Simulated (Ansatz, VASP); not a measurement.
BAs: VASP beside Ansatz

```
B As
1.0
     0.00000    2.38850    2.38850
     2.38850    0.00000    2.38850
     2.38850    2.38850    0.00000
B As
1 1
Direct
  0.00000 0.00000 0.00000
  0.75000 0.75000 0.75000
```

Alike in both runs: task relaxation of cell and atoms; functional PBE; k mesh 10 × 10 × 10; occupations gaussian, width 0.02 eV; no spin polarisation.

|  | VASP | Ansatz |
| --- | --- | --- |
| version | VASP 6.6.1 | Ansatz 0.2.0 |
| potentials or method | VASP PAW PBE potentials, release 64 (B, As), cutoff 500 eV | scalar-relativistic, plane waves, PAW |
| valence electrons in the cell | 8 | 18 |

Ansatz gave:

* gap on the k mesh at the Fermi level, each at its own relaxed structure (eV): 1.20
* relaxed volume (Å³/atom): 13.90
* relaxed cell length with the largest relative difference (Å): 3.400

Task: Estimate VASP's values.

Result: gap on the k mesh at the Fermi level, each at its own relaxed structure (eV): 1.20; relaxed volume (Å³/atom): 13.97; relaxed cell length with the largest relative difference (Å): 3.406.

VASP's potentials hold 8 valence electrons a cell and Ansatz's 18, so a difference there can come from the potentials and not from the codes.
